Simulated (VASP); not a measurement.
Runs of VASP 6.6.1 on NbN. The structure is that of space group Fm-3m (No. 225), or close to it. The cells are those of the table. 

| task | spin | cell | gap on the mesh (eV) | pressure (GPa) |
| --- | --- | --- | --- | --- |
| single point | off | a = 3.103 Å, angles 60.0°, 2 atoms | none | 6.9 |
| relaxation of cell and atoms | off | relaxed from a = 3.103 Å, angles 60.0°, 2 atoms | - | -0.1 |
| single point | collinear, zero start | a = 3.103 Å, angles 60.0°, 2 atoms | none | (a) |
| single point | off | a = 3.128 Å, angles 60.0°, 2 atoms | none | -0.6 |

Alike in all rows: level PBE; potentials or basis VASP PAW PBE potentials, release 64 (Nb_sv, N); k mesh 6 × 6 × 6; cutoff (eV) 600; smearing gaussian 0.1 eV.

Task: Estimate the missing entries.

Result: (a) 6.8.

Caveats: all runs use coarse meshes; the bands computed are all filled at some k points, so no gap is given (some runs).

A k mesh can miss the band edges, and the runs leave out spin-orbit coupling on Nb.

A gap of «none» marks levels without a gap at the run's occupations.
